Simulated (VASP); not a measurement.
Input of a VASP 6.6.1 run:

Contents of INCAR:

```
SYSTEM = Ti
  ALGO = Normal
  EDIFF = 1E-7
  ENCUT = 520
  GGA = PS
  ISIF = 2
  ISMEAR = -1
  LASPH = .TRUE.
  LCHARG = .FALSE.
  LREAL = .FALSE.
  LWAVE = .FALSE.
  NBANDS = 58
  NELM = 80
  PREC = Accurate
  SIGMA = 0.1
```

Contents of KPOINTS:

```
k-points
0
G
  7 7 7
  0 0 0
```

File POSCAR:

```
Ti
1.0
    5.1174950398      0.0000000000      0.0000000000
    0.0000000000      5.1174950398      0.0000000000
    0.0000000000      0.0000000000      5.1174950398
Ti
8
Direct
    0.0000000000      0.0000000000      0.0000000000
    0.5000000000      0.5000000000      0.5000000000
    0.2500000000      0.0000000000      0.5000000000
    0.7500000000      1.0000000000      0.5000000000
    0.5000000000      0.2500000000      1.0000000000
    0.5000000000      0.7500000000      0.0000000000
    1.0000000000      0.5000000000      0.2500000000
    1.0000000000      0.5000000000      0.7500000000
```

Potentials or basis: VASP PAW PBE potentials, release 64 (Ti_sv).

Run with:

```bash
$ cat potpaw_PBE.64/Ti_sv/POTCAR > POTCAR
$ mpirun -np 1 vasp_std > vasp.out
```

Problem. Predict the pressure.

Solution. -0.2 GPa.

Problem. What does it give for the band gap on the k mesh?

Solution. Zero (bands 48 and 49 overlap by 0.52 eV).

Caveat: the PAW data sets were made with another functional, which shifts forces and pressure a little.
